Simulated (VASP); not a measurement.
# CuSi16 (a cell with a defect): single point with PBE

CuSi16 (a cell with a defect):

```
Si Cu
1.0
     0.00000    5.43000    5.43000
     5.43000    0.00000    5.43000
     5.43000    5.43000    0.00000
Si Cu
16 1
Direct
  0.99909 0.99603 0.99661
  0.10865 0.12992 0.12761
  0.99003 0.99686 0.50916
  0.12433 0.12241 0.62215
  0.99147 0.50927 0.99541
  0.12404 0.62255 0.12238
  0.00238 0.49541 0.49617
  0.12121 0.62343 0.62096
  0.47774 0.01548 0.01969
  0.62462 0.12892 0.12815
  0.49716 0.99570 0.51046
  0.61281 0.11904 0.64930
  0.49690 0.50911 0.99565
  0.61448 0.64642 0.11834
  0.49321 0.50367 0.50545
  0.63075 0.62230 0.62122
  0.71933 0.27201 0.27570
```

```json
{
  "Program": "VASP 6.6.1",
  "Task": "single point",
  "Functional": "PBE",
  "Potentials or basis": "VASP PAW PBE potentials, release 64 (Si, Cu)",
  "Cutoff": "520 eV",
  "k mesh": "2 × 2 × 2",
  "Occupations": "gaussian, width 0.05 eV",
  "Spin": "no spin polarisation",
  "Dipole correction": "no",
  "Charge": "1",
  "Further INCAR settings": "LREAL = Auto; ALGO = Normal; EDIFF = 1e-06; NBANDS = 52; NELECT = 74.0"
}
```

```json
{"Largest force": "0.036 eV/Å"}
```

Forces in eV/Å, atoms in the order of the input:
```
Si  -0.006  0.000  0.004
Si  -0.007  0.007  0.018
Si   0.006  0.002 -0.003
Si   0.000 -0.005  0.015
Si   0.001  0.002  0.009
Si   0.006  0.007  0.004
Si   0.006 -0.008 -0.009
Si   0.002 -0.002  0.008
Si  -0.004  0.008 -0.021
Si  -0.027 -0.023 -0.002
Si  -0.002 -0.004  0.017
Si   0.020  0.010 -0.008
Si  -0.006  0.003  0.000
Si  -0.004  0.006 -0.002
Si   0.019  0.004 -0.010
Si   0.011 -0.017  0.001
Cu  -0.016  0.010 -0.020
```

Levels at points of the mesh, in eV from the Fermi level:
```
           k point  band 33  band 34  band 35  band 36  band 37  band 38  band 39  band 40  band 41  band 42
(0.00, 0.00, 0.00)    -0.89    -0.81    -0.60    -0.19    -0.05     0.05     0.62     0.63     0.65     0.67
(0.50, 0.00, 0.00)    -1.96    -0.87    -0.84    -0.72    -0.57     0.56     1.10     1.35     1.36     1.53
(0.00, 0.50, 0.00)    -1.97    -0.90    -0.84    -0.72    -0.70     0.53     1.21     1.37     1.40     1.45
(0.00, 0.00, 0.50)    -1.98    -0.90    -0.86    -0.72    -0.71     0.51     1.21     1.37     1.40     1.44
(0.50, 0.50, 0.50)    -1.95    -0.87    -0.83    -0.74    -0.58     0.56     1.11     1.34     1.37     1.51
(0.50, 0.50, 0.00)    -1.83    -1.47    -1.45    -1.39    -0.94     0.70     1.09     2.07     2.10     2.14
(0.00, 0.50, 0.50)    -1.77    -1.52    -1.41    -1.38    -0.89     0.67     1.11     2.05     2.13     2.13
(0.50, 0.00, 0.50)    -1.83    -1.47    -1.46    -1.39    -0.94     0.70     1.09     2.07     2.10     2.14
```

Run time: 5.4 min on 1 thread of Intel(R) Xeon(R) Platinum 8259CL CPU @ 2.50GHz (Skylake/Cascade Lake), with other jobs on the host, peak memory 0.5 GiB.

Caveat: the k points lie up to 0.50 Å⁻¹ apart; the cell carries a net charge on a neutralising background, which shifts energy and pressure; the cell is charged against a uniform background, so pressure and absolute levels hang on convention.
